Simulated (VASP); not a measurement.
Input of a VASP 6.6.1 run:

INCAR

```
PREC     = Accurate       # precision mode
ENCUT    = 520            # plane-wave cutoff, eV
EDIFF    = 1E-6           # SCF threshold, eV
ISMEAR   = 0              # smearing method
SIGMA    = 0.1            # smearing width, eV
LREAL    = F              # projectors in reciprocal space
LASPH    = T              # aspherical terms in the spheres
NELM     = 150            # most SCF steps
ALGO     = Normal         # electronic algorithm
ISIF     = 2              # what is computed and relaxed
LWAVE    = F              # write WAVECAR
LCHARG   = T              # write CHGCAR
ISPIN    = 2              # spin polarisation
MAGMOM   = 0 0 2          # initial moments
LORBIT   = 11             # projections on sites
LMAXMIX  = 4              # l up to which the mixer works
GGA      = PE             # functional
LELF     = T              # ELF
LVHAR    = T            
NBANDS   = 28             # bands
```

KPOINTS

```
Automatic mesh
0
Gamma
  6 6 4
```

Contents of POSCAR:

```
Sr2V
1.0
    5.9229366961      0.0000000042      0.0000000000
   -2.9614683516      5.1294136417      0.0000000000
    0.0000000000      0.0000000000      3.4748680230
Sr V
2 1
Direct
    0.3333333333      0.6666666667      0.5000000000
    0.6666666667      0.3333333333      0.5000000000
    0.0000000000      0.0000000000      0.0000000000
```

Potentials or basis: VASP PAW PBE potentials, release 64 (Sr_sv, V_sv).

Launch:

```console
$ cat potpaw_PBE.64/Sr_sv/POTCAR potpaw_PBE.64/V_sv/POTCAR > POTCAR
$ mpirun -np 1 vasp_std > vasp.out
```

Task: Estimate the net moment.

Result: 3.99 μB per cell.

Task: Estimate the pressure.

Result: 0.3 GPa.

Task: Estimate the site moments.

Result: Sr +0.02; V +2.87 μB.

Stress tensor (GPa, compression positive):
```
0.29 0.00 0.00
0.00 0.29 0.00
0.00 0.00 0.39
```

Caveat: the k points lie up to 0.45 Å⁻¹ apart.
